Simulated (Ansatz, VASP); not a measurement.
W in VASP and in Ansatz

The input INCAR:

```
PREC = Accurate ; ENCUT = 520
EDIFF = 1E-6 ; ISMEAR = 0
SIGMA = 0.15 ; LREAL = False
LASPH = True ; NELM = 100
ALGO = Fast ; ISIF = 2
LWAVE = False ; LCHARG = False
NBANDS = 21
```

KPOINTS

```
Automatic mesh
0
Gamma
  16 16 12
```

Contents of POSCAR:

```
W
1.0
    0.0000000000     -1.9862702900     -1.9862702900
    0.0000000000      1.9862702900     -1.9862702900
    3.9725405800      0.0000000000      0.0000000000
W
2
Direct
    0.5203396286      0.4796603714      0.4863059926
   -0.0203396286      0.0203396286      0.0136940074
```

Input for Ansatz:

```yaml
crystal:
  lattice:
    - [0.0, -1.98627029, -1.98627029]
    - [0.0, 1.98627029, -1.98627029]
    - [3.97254058, 0.0, 0.0]
  atoms:
    - { symbol: W, position: [0.5203396286, 0.4796603714, 0.4863059926] }
    - { symbol: W, position: [-0.0203396286, 0.0203396286, 0.0136940074] }
basis:
  ecutwfc: 420
kpoints:
  mp_grid: { grid: [16, 16, 12] }
hamiltonian:
  xc: lda
scf:
  occupations: { method: gaussian, width: 0.15 }
output:
  forces: true
  stress: true
  eigenvalues: true
```

Change from the starting cell: mode 4 frozen in at -0.081 Å and mode 6 at -0.054 Å (largest displacements).

Alike in both runs: task single point; functional LDA; k mesh 16 × 16 × 12; occupations gaussian, width 0.15 eV; no spin polarisation.

```csv
,VASP,Ansatz
version,VASP 6.6.1,Ansatz 0.2.0
potentials or method,"VASP PAW LDA potentials, release 64 (W_sv), cutoff 520 eV","scalar-relativistic, plane waves, PAW"
valence electrons in the cell,28,28
```

|  | VASP | Ansatz | Ansatz less VASP |
| --- | --- | --- | --- |
| gap on the k mesh at the Fermi level (eV) | none | none | - |
| pressure (GPa) | 5.1 | 3.2 | -1.94 |
| traceless stress, the component that is largest in VASP (GPa) | -3.35 | -3.43 | -0.082 |
| rms of the force components (eV/Å) | 0.953 | 0.928 | -0.0249 |

LDA's correlation is that of Perdew and Zunger in VASP and of Perdew and Wang (1992) in Ansatz. Atom by atom the forces differ by 0.025 eV/Å (rms over components). A gap of «none» marks a metal or a gap that the smearing closes.

Neither program's run includes spin-orbit coupling.
